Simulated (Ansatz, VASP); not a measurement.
**One calculation of Al3GaN4, two programs**

```xyz
8
Lattice="4.3977 0.0321 -0.0472 0.0321 4.3355 -0.0249 -0.0472 -0.0249 4.4275" Properties=species:S:1:pos:R:3 pbc="T T T"
Al    2.2035    2.1524   -0.0341
Al    2.1436   -0.0157    2.1153
Al    0.0353    2.1279    2.2138
Ga   -0.0070   -0.0950    0.1067
N     3.2743    3.2429    1.0618
N     3.2502    1.1661    3.1883
N     1.1236    3.3146    3.2512
N     1.1246    1.1351    1.1631
```

Change from the starting cell: all atoms moved at random (sigma 0.06 Å a component), cell strained at random (sigma 0.01).

Alike in both runs: task single point; functional PBEsol; k mesh 6 × 6 × 6; occupations gaussian, width 0.05 eV; no spin polarisation.

|  | VASP | Ansatz |
| --- | --- | --- |
| version | VASP 6.6.1 | Ansatz 0.2.0 |
| potentials or method | VASP PAW PBE potentials, release 64 (Al, Ga_d, N), cutoff 520 eV | scalar-relativistic, plane waves, PAW |
| valence electrons in the cell | 42 | 42 |

VASP gave:

| Item | Value |
| --- | --- |
| gap on the k mesh at the Fermi level (eV) | 2.29 |
| least direct gap on the mesh (eV) | 2.29 |
| pressure (GPa) | 4.0 |
| traceless stress, the component that is largest in VASP (GPa) | -2.48 |
| rms of the force components (eV/Å) | 1.013 |

Task: Estimate Ansatz's values.

Result: gap on the k mesh at the Fermi level (eV): 2.30; least direct gap on the mesh (eV): 2.30; pressure (GPa): 4.0; traceless stress, the component that is largest in VASP (GPa): -2.40; rms of the force components (eV/Å): 1.012.

VASP's potentials were made for PBE, not for PBEsol. Atom by atom the forces differ by 0.010 eV/Å (rms over components). With one functional, cell and mesh, what is left measures potentials, basis and numerics.
